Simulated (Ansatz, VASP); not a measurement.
## BiTe in VASP and in Ansatz

Contents of INCAR:

```
ALGO     = Normal         # electronic algorithm
EDIFF    = 1E-6           # SCF threshold, eV
ENCUT    = 520            # plane-wave cutoff, eV
GGA      = PS             # functional
ISIF     = 2              # what is computed and relaxed
ISMEAR   = 0              # smearing method
LASPH    = T              # aspherical terms in the spheres
LCHARG   = F              # write CHGCAR
LREAL    = F              # projectors in reciprocal space
LWAVE    = F              # write WAVECAR
NBANDS   = 29             # bands
NELM     = 80             # most SCF steps
PREC     = Accurate       # precision mode
SIGMA    = 0.05           # smearing width, eV
```

The input KPOINTS:

```
k-points
0
Gamma
  12 12 6
```

Contents of POSCAR:

```
BiTe
1.0
    5.4119013309      0.0000000000      0.0000000000
   -2.7059506655      4.6868440354      0.0000000000
    0.0000000000      0.0000000000      6.3428190171
Bi Te
2 2
Direct
    0.6666666667      0.3333333333      0.0626000000
    0.3333333333      0.6666666667      0.5626000000
    0.6666666667      0.3333333333      0.5626000000
    0.3333333333      0.6666666667      0.0626000000
```

Input for Ansatz:

```yaml
crystal:
  lattice:
    - [5.411901330938, 2.88674224769e-11, 0.0]
    - [-2.705950665494, 4.686844035353, 0.0]
    - [0.0, 0.0, 6.3428190171]
  atoms:
    - { symbol: Bi, position: [0.6666666666667, 0.3333333333333, 0.0626] }
    - { symbol: Bi, position: [0.3333333333333, 0.6666666666667, 0.5626] }
    - { symbol: Te, position: [0.6666666666667, 0.3333333333333, 0.5626] }
    - { symbol: Te, position: [0.3333333333333, 0.6666666666667, 0.0626] }
basis:
  ecutwfc: 420
  ecutrho_ratio: 4
kpoints:
  mp_grid: { grid: [12, 12, 6] }
hamiltonian:
  xc: pbesol
scf:
  occupations: { method: gaussian, width: 0.05 }
output:
  forces: true
  stress: true
```

Alike in both runs: task single point; functional PBEsol; k mesh 12 × 12 × 6; occupations gaussian, width 0.05 eV; no spin polarisation.

|  | VASP | Ansatz |
| --- | --- | --- |
| version | VASP 6.6.1 | Ansatz 0.2.0 |
| potentials or method | VASP PAW PBE potentials, release 64 (Bi_d, Te), cutoff 520 eV | scalar-relativistic, plane waves, PAW |
| valence electrons in the cell | 42 | 62 |

```csv
,VASP,Ansatz,Ansatz less VASP
pressure (GPa),0.0,0.0,+0.01
"traceless stress, the component that is largest in VASP (GPa)",-0.56,-0.56,-0.004
```

VASP's potentials were made for PBE, not for PBEsol. VASP's potentials hold 42 valence electrons a cell and Ansatz's 62, so a difference there can come from the potentials and not from the codes.

Spin-orbit coupling is off throughout.
